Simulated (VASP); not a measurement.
Runs of VASP 6.6.1 on LiCl. The structure is that of space group Fm-3m (No. 225), or close to it. The cells are those of the table. 

```tsv
task	level	cell	cutoff (eV)	smearing	gap on the mesh (eV)
single point	PBE	a = 3.642 Å, angles 60.0°, 2 atoms	520	gaussian 0.02 eV	6.27
single point	PBE	a = 3.777 Å, angles 60.0°, 2 atoms	520	gaussian 0.02 eV	5.71
relaxation of cell and atoms	PBE	relaxed from a = 3.627 Å, angles 60.0°, 2 atoms	600	gaussian 0.02 eV	(a)
single point	PBE	a = 3.569 Å, angles 60.0°, 2 atoms	520	gaussian 0.02 eV	(b)
single point	PBE	a = 3.726 Å, angles 60.0°, 2 atoms	520	gaussian 0.02 eV	5.91
single point	PBE	a = 3.627 Å, angles 60.0°, 2 atoms	520	gaussian 0.02 eV	6.34
single point	PBE	a = 3.485 Å, angles 60.0°, 2 atoms	520	tetrahedron	6.87
single point	r2SCAN	a = 3.709 Å, angles 60.0°, 2 atoms	520	gaussian 0.02 eV	6.91
```

Alike in all rows: potentials or basis VASP PAW PBE potentials, release 64 (Li_sv, Cl); no spin polarisation; k mesh 8 × 8 × 8.

Q: Estimate the missing entries.

A: (a) 6.29; (b) 6.63.

A k mesh can miss the band edges.
